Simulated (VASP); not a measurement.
Input of a VASP 6.6.1 run:

Contents of POSCAR:

```
KMgF3
1.0
    3.9802355626      0.0000000000      0.0000000000
    0.0000000000      3.9802355626      0.0000000000
    0.0000000000      0.0000000000      3.9802355626
K Mg F
1 1 3
Direct
    0.5000000000      0.5000000000      0.5000000000
    0.0000000000      0.0000000000      0.0000000000
    0.5000000000      0.0000000000      0.0000000000
    0.0000000000      0.5000000000      0.0000000000
    0.0000000000      0.0000000000      0.5000000000
```

INCAR.step1

```
  PREC = Accurate
  ENCUT = 520
  ISMEAR = 0
  SIGMA = 0.01
  LREAL = False
  LASPH = True
  NELM = 60
  NBANDS = 24
  GGA = PE
  ALGO = Normal
  EDIFF = 1E-4
  LWAVE = True
  LCHARG = False
```

Contents of INCAR.step2:

```
  PREC = Accurate
  ENCUT = 520
  EDIFF = 1E-7
  ISMEAR = 0
  SIGMA = 0.01
  LREAL = False
  LASPH = True
  NELM = 60
  ALGO = Normal
  ISIF = 2
  LWAVE = False
  LCHARG = True
  METAGGA = R2SCAN
  LMIXTAU = True
  LELF = True
  LVHAR = True
  NBANDS = 24
  ISTART = 1
```

KPOINTS

```
regular mesh
0
Gamma
  6 6 6
```

Potentials or basis: VASP PAW PBE potentials, release 64 (K_sv, Mg, F).

Command:

```console
$ cat potpaw_PBE.64/K_sv/POTCAR potpaw_PBE.64/Mg/POTCAR potpaw_PBE.64/F/POTCAR > POTCAR
$ cp INCAR.step1 INCAR
$ mpirun -np 1 vasp_std > vasp.out
$ cp INCAR.step2 INCAR
$ mpirun -np 1 vasp_std > vasp.out
```

Task: Predict the pressure.

Result: -0.6 GPa.

Task: Estimate the band gap on the k mesh.

Result: 8.28 eV, indirect (least direct gap 8.60 eV).

Caveat: the PAW data sets were made with another functional, which shifts forces and pressure a little. r2SCAN opens gaps a little over a GGA but as a rule still falls short of measured ones.
